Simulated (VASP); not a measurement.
## Ir: single point with LDA

Ir:

```
CELL_PARAMETERS angstrom
2.78640 0.00000 0.00000
-1.39320 2.41309 0.00000
0.00000 0.00000 4.15230
ATOMIC_POSITIONS crystal
Ir 0.66667 0.33333 0.75000
Ir 0.33333 0.66667 0.25000
```

This isn't the form of Ir at room conditions, which is fcc.

```
Program             : VASP 6.6.1
Task                : single point
Functional          : LDA
Potentials or basis : VASP PAW LDA potentials, release 64 (Ir)
Cutoff              : 520 eV
k mesh              : 18 × 18 × 10
Occupations         : gaussian, width 0.15 eV
Spin                : no spin polarisation
```

```
Pressure               : 4.7 GPa
Band gap on the k mesh : zero (bands 9 and 10 overlap by 3.06 eV)
```

Stress tensor (GPa, compression positive):
```
-5.23  0.00  0.00
 0.00 -5.23  0.00
 0.00  0.00 24.65
```

Levels at points of the mesh, in eV from the Fermi level:
| k point | band 6 | band 7 | band 8 | band 9 | band 10 | band 11 | band 12 | band 13 |
| --- | --- | --- | --- | --- | --- | --- | --- | --- |
| (0.00, 0.00, 0.00) | -3.25 | -3.25 | -3.20 | -3.20 | 0.07 | 0.19 | 0.19 | 8.33 |
| (0.50, 0.00, 0.00) | -3.22 | -2.57 | 0.09 | 0.75 | 1.36 | 2.66 | 3.98 | 8.70 |
| (0.00, 0.00, 0.50) | -4.48 | -4.19 | -4.19 | -0.45 | -0.45 | -0.45 | -0.45 | 13.45 |
| (0.50, 0.00, 0.50) | -2.65 | -1.11 | -1.11 | 0.51 | 0.51 | 1.91 | 1.91 | 7.59 |

Wall time 38 s on 1 thread of AMD EPYC 9R45 96-Core Processor (Zen 5) (shared host), peak memory 0.17 GiB.

Caveat: the stress differs along the axes, from -5 to 25 GPa; spin-orbit coupling is left out, which moves the levels of the heavy elements.
